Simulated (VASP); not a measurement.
KF: single point with LDA

Crystal: KF.

```
K F
1.0
     0.00000    2.58172    2.48491
     2.49136    0.00000    2.48491
     2.49136    2.58172    0.00000
K F
1 1
Direct
  0.00000 0.00000 0.00000
  0.50000 0.50000 0.50000
```

This cell differs from its parent crystal: normal strain along x -0.0350, normal strain along z -0.0375.

| Property | Result |
| --- | --- |
| Program | VASP 6.6.1 |
| Task | single point |
| Functional | LDA |
| Potentials or basis | VASP PAW LDA potentials, release 64 (K_sv, F) |
| Cutoff | 520 eV |
| k mesh | 8 × 8 × 8 |
| Occupations | gaussian, width 0.05 eV |
| Spin | no spin polarisation |

```
Pressure               : 4.5 GPa
Band gap on the k mesh : 6.70 eV, indirect (least direct gap 6.73 eV)
```

Stress tensor (GPa, compression positive):
```
5.69 0.00 0.00
0.00 1.62 0.00
0.00 0.00 6.05
```

Levels at points of the mesh, in eV from the valence-band top:
```tsv
k point	band 5	band 6	band 7	band 8	band 9	band 10	band 11	band 12
(0.00, 0.00, 0.00)	-8.58	-0.14	-0.04	-0.03	6.70	10.71	10.96	10.98
(0.50, 0.00, 0.00)	-8.60	-1.15	-0.63	-0.63	9.42	11.51	12.63	12.87
(0.50, 0.50, 0.00)	-8.95	-0.14	-0.06	-0.01	7.83	11.08	12.91	14.46
(0.50, 0.00, 0.50)	-8.94	-0.23	-0.03	-0.02	7.98	11.09	12.57	14.47
(0.00, 0.50, 0.50)	-8.95	-0.14	-0.07	0.00	7.84	11.08	12.89	14.46
```

Run time: 19 s on 1 thread of Intel(R) Xeon(R) 6975P-C (Granite Rapids), on a shared host, peak memory 0.17 GiB.

Caveat: the cell differs from its parent crystal (normal strain along x -0.0350, normal strain along z -0.0375). A k mesh can miss the band edges.
